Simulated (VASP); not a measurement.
Ti, 1 atom in the cell. It takes space group Fmmm (No. 69, orthorhombic). Conventional cell: a = 4.009 Å, b = 4.060 Å, c = 4.111 Å, α = 90.00°, β = 90.00°, γ = 90.00°. Within 3.8 Å of Ti (site symmetry mmm) lie 12 Ti at 2.85 to 2.89 Å.  This cell differs from its parent crystal: strain +0.0125 x Voigt [1, -1, 0, 0, 0, 0].

* Program: VASP 6.6.1
* Task: single point
* Functional: PBEsol
* Potentials or basis: VASP PAW PBE potentials, release 64 (Ti_sv)
* Cutoff: 520 eV
* k mesh: 10 × 10 × 10
* Occupations: gaussian, width 0.15 eV
* Spin: no spin polarisation
* Dipole correction: no
* Further INCAR settings: ALGO = Fast; EDIFF = 1e-07; NBANDS = 12

Potentials or basis: VASP PAW PBE potentials, release 64 (Ti_sv).

Run with:

```sh
$ cat potpaw_PBE.64/Ti_sv/POTCAR > POTCAR
$ mpirun -np 1 vasp_std > vasp.out
```

Hardware: 1 thread of Intel Xeon 8259CL (shared host).

**Question.** Estimate the wall time of this run.

**Answer.** Run time: 95 s on 1 thread of Intel Xeon 8259CL (shared host), peak memory 0.16 GiB. Counts: scf iterations 24, k points 171.
